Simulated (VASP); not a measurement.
Here is a VASP 6.6.1 calculation.

INCAR

```
SYSTEM = SrTiO3
  PREC = Accurate
  ENCUT = 520
  EDIFF = 1E-7
  ISMEAR = 0
  SIGMA = 0.05
  LREAL = .False.
  LASPH = .True.
  NELM = 100
  ALGO = Normal
  ISIF = 2
  LWAVE = .False.
  LCHARG = .False.
  GGA = PE
  NBANDS = 28
```

The input KPOINTS:

```
Automatic mesh
0
Gamma
  8 8 8
  0 0 0
```

File POSCAR:

```
SrTiO3
1.0
    3.9364094381      0.0000000000      0.0000000000
    0.0000000000      3.9364094381      0.0000000000
    0.0000000000      0.0000000000      3.9364094381
Sr Ti O
1 1 3
Direct
   -0.0099399666      0.0000000000      0.0000000000
    0.5243133928      0.5000000000      0.5000000000
   -0.0095504829      0.5000000000      0.5000000000
    0.4956225038      0.0000000000      0.5000000000
    0.4956225038      0.5000000000      0.0000000000
```

Potentials or basis: VASP PAW PBE potentials, release 64 (Sr_sv, Ti_sv, O).

Run with:

```console
$ cat potpaw_PBE.64/Sr_sv/POTCAR potpaw_PBE.64/Ti_sv/POTCAR potpaw_PBE.64/O/POTCAR > POTCAR
$ mpirun -np 1 vasp_std > vasp.out
```

**Question.** Predict the pressure.

**Answer.** 1.9 GPa.

**Question.** Predict the band gap on the k mesh.

**Answer.** 1.84 eV, indirect (least direct gap 2.37 eV).

**Question.** Estimate the largest force.

**Answer.** 0.585 eV/Å.

Forces in eV/Å, atoms in the order of the input:
```
Sr   0.375  0.000  0.000
Ti  -0.585  0.000  0.000
O    0.319  0.000  0.000
O   -0.055  0.000  0.000
O   -0.055  0.000  0.000
```

Caveat: the cell differs from its parent crystal (mode 1 frozen in at -0.058 Å and mode 7 at -0.058 Å (largest displacements)). A k mesh can miss the band edges.
